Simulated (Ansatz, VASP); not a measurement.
Ba: VASP beside Ansatz

```
Ba
1.0
    -2.53125    2.46875    2.50000
     2.53125   -2.46875    2.50000
     2.53125    2.46875   -2.50000
Ba
1
Cartesian
  0.0000 0.0000 0.0000
```

Change from the starting cell: strain +0.0125 x Voigt [1, -1, 0, 0, 0, 0], atoms carried along.

Alike in both runs: task single point; functional LDA; k mesh 14 × 14 × 14; occupations gaussian, width 0.15 eV; no spin polarisation.

```csv
,VASP,Ansatz
version,VASP 6.6.1,Ansatz 0.2.0
potentials or method,"VASP PAW LDA potentials, release 64 (Ba_sv), cutoff 520 eV","scalar-relativistic, plane waves, PAW"
valence electrons in the cell,10,10
```

|  | VASP | Ansatz | Ansatz less VASP |
| --- | --- | --- | --- |
| gap on the k mesh at the Fermi level (eV) | none | none | - |
| pressure (GPa) | -1.2 | -1.2 | -0.03 |
| traceless stress, the component that is largest in VASP (GPa) | 0.05 | 0.05 | -0.001 |

LDA's correlation is that of Perdew and Zunger in VASP and of Perdew and Wang (1992) in Ansatz. A gap of «none» marks a metal or a gap that the smearing closes.

Neither program's run includes spin-orbit coupling.
